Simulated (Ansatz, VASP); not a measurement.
## Two plane-wave programs on ZnS

```
Zn S
1.0
    -2.70465   -2.70465    0.00000
     2.70465   -2.70465    0.00000
     0.00000    0.00000   10.66860
Zn S
4 4
Direct
  0.00000 0.00000 0.95068
  0.50000 0.50000 0.19014
  0.00000 0.00000 0.44365
  0.50000 0.50000 0.69717
  0.50000 0.00000 0.31689
  0.00000 0.50000 0.57041
  0.50000 0.00000 0.82392
  0.00000 0.50000 0.06338
```

Alike in both runs: task single point; functional r2SCAN; k mesh 6 × 6 × 2; occupations gaussian, width 0.05 eV; no spin polarisation.

```csv
,VASP,Ansatz
version,VASP 6.6.1,Ansatz 0.2.0
potentials or method,"VASP PAW PBE potentials, release 64 (Zn, S), cutoff 520 eV","scalar-relativistic, plane waves, PAW"
valence electrons in the cell,72,72
```

Ansatz gave:

- gap on the k mesh at the Fermi level (eV): 2.67
- least direct gap on the mesh (eV): 2.67
- pressure (GPa): 0.3
- traceless stress, the component that is largest in VASP (GPa): -0.56
- rms of the force components (eV/Å): 0.226

What did VASP give for the same quantities?

gap on the k mesh at the Fermi level (eV): 2.68; least direct gap on the mesh (eV): 2.68; pressure (GPa): 0.4; traceless stress, the component that is largest in VASP (GPa): -0.56; rms of the force components (eV/Å): 0.226.

VASP's potentials were made for PBE, not for r2SCAN. Atom by atom the forces differ by 0.003 eV/Å (rms over components). With one functional, cell and mesh, what is left measures potentials, basis and numerics.
